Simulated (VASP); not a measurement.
A run of VASP 6.6.1 is set up as follows.

The input INCAR:

```
SYSTEM = NbTe
ALGO = Normal
EDIFF = 1E-6
ENCUT = 520
ISIF = 2
ISMEAR = -1
LASPH = .True.
LCHARG = .False.
LREAL = .False.
LWAVE = .False.
NBANDS = 16
NELM = 60
PREC = Accurate
SIGMA = 0.05
```

Contents of KPOINTS:

```
k-points
0
Gamma
  8 8 7
  0 0 0
```

Contents of POSCAR:

```
NbTe
1.0
    3.6529280573      0.0000000000      0.0000000000
   -1.8264640286      3.1635284958      0.0000000000
    0.0000000000      0.0000000000      3.6442831093
Te Nb
1 1
Direct
    0.6666666667      0.3333333333      0.0000000000
    0.0000000000      0.0000000000      0.5000000000
```

Potentials or basis: VASP PAW LDA potentials, release 64 (Te, Nb_sv).

The run is started by

```bash
$ cat potpaw_LDA.64/Te/POTCAR potpaw_LDA.64/Nb_sv/POTCAR > POTCAR
$ mpirun -np 1 vasp_std > vasp.out
```

(1) Predict the pressure.

Results:

(1) -2.7 GPa.
